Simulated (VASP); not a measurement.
Set up this calculation in VASP 6.6.1, as the native input.

```
Task                   : relaxation of cell and atoms
Functional             : LDA
Potentials or basis    : VASP PAW LDA potentials, release 64 (C)
Cutoff                 : 600 eV
k mesh                 : 10 × 10 × 4
Occupations            : gaussian, width 0.01 eV
Spin                   : no spin polarisation
Target pressure        : 10 GPa
Dipole correction      : no
Further INCAR settings : ALGO = Normal; EDIFF = 1e-06; IBRION = 2; EDIFFG = -0.002; NSW = 100; ISIF = 3
```

The structure of C lies in POSCAR:

```
C
1.0
    2.4448953134      0.0000000000      0.0000000000
   -1.2224476567      2.1173414510      0.0000000000
    0.0000000000      0.0000000000      6.6540256864
C
4
Direct
    0.0000000000      0.0000000000      0.0024999774
    0.0000000000      0.0000000000      0.5024999774
    0.3333333333      0.6666666667      0.0025000226
    0.6666666667      0.3333333333      0.5025000226
```

One way to write it, as run:

INCAR

```
SYSTEM = C
  ALGO = Normal
  EDIFF = 1E-6
  EDIFFG = -0.002
  ENCUT = 600
  GGA = CA
  IBRION = 2
  ISIF = 3
  ISMEAR = 0
  LASPH = .True.
  LCHARG = .False.
  LREAL = .False.
  LWAVE = .False.
  NELM = 80
  NSW = 100
  PREC = Accurate
  PSTRESS = 100.0
  SIGMA = 0.01
```

KPOINTS

```
k-points
0
Gamma
  10 10 4
  0 0 0
```

Potentials or basis: VASP PAW LDA potentials, release 64 (C).

Run with:

```console
$ cat potpaw_LDA.64/C/POTCAR > POTCAR
$ mpirun -np 1 vasp_std > vasp.out
```

Results of the run:

```
Relaxed volume                                         : 7.41 Å³/atom
Relaxed cell                                           : a = 2.429 Å, b = 2.429 Å, c = 5.800 Å, α = 90.00°, β = 90.00°, γ = 120.00°
Space group after relaxing (to 0.05 Å)                 : P6_3/mmc (No. 194)
Energy change on relaxing (the enthalpy is what falls) : +27.4 meV/atom
Ionic steps                                            : 11
Pressure after relaxing                                : 10.0 GPa
Band gap on the k mesh                                 : 0.53 eV, direct
```

Caveat: the cell is relaxed towards a set pressure, so the enthalpy falls and the energy may rise.

It took 60 s on 1 thread of Intel(R) Xeon(R) Platinum 8488C (Sapphire Rapids), with other jobs on the host, peak memory 0.14 GiB.
